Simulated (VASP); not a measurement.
Wanted: the native input for a VASP 6.6.1 run.

| Quantity | Value |
| --- | --- |
| Task | single point |
| Functional | PBE |
| Dispersion | D3(BJ) |
| Potentials or basis | VASP PAW PBE potentials, release 64 (Sn_d, O) |
| Cutoff | 520 eV |
| k mesh | 6 × 6 × 6 |
| Occupations | gaussian, width 0.05 eV |
| Spin | no spin polarisation |
| Dipole correction | no |
| Further INCAR settings | ALGO = Normal; EDIFF = 1e-06; NBANDS = 64 |

The structure of SnO2 lies in POSCAR:

```
SnO2
1.0
    3.2373377712      1.8690778337      4.2908446647
   -3.2373377712      1.8690778337      4.2908446647
    0.0000000000     -3.7381556673      4.2908446647
Sn O
4 8
Direct
    0.8635669137      0.8653849301      0.8653849300
    0.3636001484      0.3653836911      0.8653904835
    0.3636001484      0.8653904836      0.3653836910
    0.8635776911      0.3653914661      0.3653914660
    0.1010330999      0.6312303072      0.6312303295
    0.6010384615      0.1312715054      0.6312323179
    0.6010384615      0.6312322957      0.1312715276
    0.6374397694      0.5938861453      0.5938861237
    0.1010424079      0.1312591141      0.1312591363
    0.1374673198      0.0938426278      0.5938878061
    0.1374673198      0.5938878277      0.0938426062
    0.6374137468      0.0938658608      0.0938658391
```

This cell differs from its parent crystal: atoms displaced along a vibrational mode.

The input as run:

INCAR

```
  PREC = Accurate
  ENCUT = 520
  EDIFF = 1E-6
  ISMEAR = 0
  SIGMA = 0.05
  LREAL = F
  LASPH = T
  NELM = 100
  ALGO = Normal
  ISIF = 2
  LWAVE = F
  LCHARG = F
  GGA = PE
  IVDW = 12
  NBANDS = 64
```

KPOINTS

```
regular mesh
0
Gamma
  6 6 6
```

Potentials or basis: VASP PAW PBE potentials, release 64 (Sn_d, O).

The run is started by

```console
$ cat potpaw_PBE.64/Sn_d/POTCAR potpaw_PBE.64/O/POTCAR > POTCAR
$ mpirun -np 1 vasp_std > vasp.out
```

Results of the run:

The pressure is 3.6 GPa and the largest force is 2.245 eV/Å. The band gap on the k mesh is 1.44 eV. The dispersion energy per atom is -0.201 eV.

Caveat: the cell differs from its parent crystal (atoms displaced along a vibrational mode); the cell stands under pressure; spin-orbit coupling is left out, which moves the levels of the heavy elements; forces of over 1 eV/Å act on the atoms, so gaps and moduli don't describe the material at rest.

Run time: 20 min on 1 thread of Oxide Virtual Turin-like Processor, with other jobs on the host, peak memory 0.53 GiB.
